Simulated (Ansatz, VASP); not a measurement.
## Pt: VASP beside Ansatz

```
Pt
1.0
     0.00000    1.99630    1.99630
     1.99630    0.00000    1.99630
     1.99630    1.99630    0.00000
Pt
1
Direct
  0.00000 0.00000 0.00000
```

Change from the starting cell: volume scaled by 1.06, crystal datasets.

Alike in both runs: task electric field gradients; functional PBE; k mesh 18 × 18 × 18; occupations fermi-dirac, width 0.03 eV; no spin polarisation.

|  | VASP | Ansatz |
| --- | --- | --- |
| version | VASP 6.6.1 | Ansatz 0.2.0 |
| potentials or method | VASP PAW PBE potentials, release 64 (Pt), cutoff 520 eV | all-electron PAW with datasets made for the crystal, scalar-relativistic |

|  | VASP | Ansatz | Ansatz less VASP |
| --- | --- | --- | --- |
| pressure (GPa) | -4.5 | -4.1 | +0.43 |

Ansatz ran all-electron here, and VASP with PAW potentials.

Spin-orbit coupling is off throughout.
